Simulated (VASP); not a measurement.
Set up this calculation in VASP 6.6.1, as the native input.

```
Task                   : single point
Functional             : PBE
Potentials or basis    : VASP PAW PBE potentials, release 64 (Pb_d, Te)
Cutoff                 : 520 eV
k mesh                 : 11 × 11 × 11
Occupations            : fermi-dirac, width 0.1 eV
Spin                   : no spin polarisation
Dipole correction      : no
Further INCAR settings : ALGO = Normal; EDIFF = 1e-07; NBANDS = 17
```

The structure of TePb (CsCl type) lies in POSCAR:

```
TePb
1.0
    3.9146072976      0.0000000000      0.0000000000
    0.0000000000      3.9146072976      0.0000000000
    0.0000000000      0.0000000000      3.9146072976
Pb Te
1 1
Direct
    0.0000000000      0.0000000000      0.0000000000
    0.5000000000      0.5000000000      0.5000000000
```

This cell differs from its parent crystal: volume scaled by 0.94.

These files were run (other wordings do the same):

INCAR

```
  PREC = Accurate
  ENCUT = 520
  EDIFF = 1E-7
  ISMEAR = -1
  SIGMA = 0.1
  LREAL = False
  LASPH = True
  NELM = 100
  ALGO = Normal
  ISIF = 2
  LWAVE = False
  LCHARG = False
  GGA = PE
  NBANDS = 17
```

KPOINTS

```
regular mesh
0
Gamma
  11 11 11
```

Potentials or basis: VASP PAW PBE potentials, release 64 (Pb_d, Te).

The run is started by

```bash
$ cat potpaw_PBE.64/Pb_d/POTCAR potpaw_PBE.64/Te/POTCAR > POTCAR
$ mpirun -np 1 vasp_std > vasp.out
```

Results of the run:

```json
{"Pressure": "2.9 GPa", "Band gap on the k mesh": "zero (band 10 reaches 7.37 eV, above the bottom of band 11 at 6.13 eV)"}
```

Caveat: spin-orbit coupling is left out, which moves the levels of the heavy elements.

It took 24 s on 1 thread of AMD EPYC 9R45 96-Core Processor (Zen 5), on a shared host, peak memory 0.18 GiB.
